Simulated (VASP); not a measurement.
Input of a VASP 6.6.1 run:

File POSCAR:

```
PbS
1.0
    0.0000000000      2.9657500000      2.9657500000
    2.9657500000      0.0000000000      2.9657500000
    2.9657500000      2.9657500000      0.0000000000
Pb S
1 1
Direct
    0.0000000000      0.0000000000      0.0000000000
    0.5000000000      0.5000000000      0.5000000000
```

INCAR.step1

```
ALGO     = Normal         # electronic algorithm
EDIFF    = 1E-5           # SCF threshold, eV
ENCUT    = 520            # plane-wave cutoff, eV
GGA      = PE             # functional
ISIF     = 2              # what is computed and relaxed
ISMEAR   = 0              # smearing method
LASPH    = True           # aspherical terms in the spheres
LREAL    = False          # projectors in reciprocal space
LWAVE    = True           # write WAVECAR
NBANDS   = 17             # bands
NELM     = 100            # most SCF steps
PREC     = Accurate       # precision mode
SIGMA    = 0.05           # smearing width, eV
```

INCAR.step2

```
ALGO     = Normal         # electronic algorithm
EDIFF    = 1E-7           # SCF threshold, eV
ENCUT    = 520            # plane-wave cutoff, eV
GGA      = PE             # functional
HFSCREEN = 0.2079         # screening, 1/A
ISIF     = 2              # what is computed and relaxed
ISMEAR   = 0              # smearing method
ISTART   = 1            
LASPH    = True           # aspherical terms in the spheres
LCHARG   = True           # write CHGCAR
LELF     = True           # ELF
LHFCALC  = True           # exact exchange
LREAL    = False          # projectors in reciprocal space
LVHAR    = True         
LWAVE    = False          # write WAVECAR
NBANDS   = 17             # bands
NELM     = 100            # most SCF steps
PREC     = Accurate       # precision mode
PRECFOCK = Normal       
SIGMA    = 0.05           # smearing width, eV
```

KPOINTS

```
k-points
0
Gamma
  4 4 4
```

Potentials or basis: VASP PAW PBE potentials, release 64 (Pb_d, S).

Run with:

```bash
$ cat potpaw_PBE.64/Pb_d/POTCAR potpaw_PBE.64/S/POTCAR > POTCAR
$ cp INCAR.step1 INCAR
$ mpirun -np 1 vasp_std > vasp.out
$ cp INCAR.step2 INCAR
$ mpirun -np 1 vasp_std > vasp.out
```

Question: What does it give for the band gap on the k mesh?

Answer: 0.80 eV.

Question: What does it give for the pressure?

Answer: 1.1 GPa.

Caveat: the k points lie up to 0.46 Å⁻¹ apart; the PAW data sets were made with another functional, which shifts forces and pressure a little; spin-orbit coupling is left out, which moves the levels of the heavy elements. A k mesh can miss the band edges.
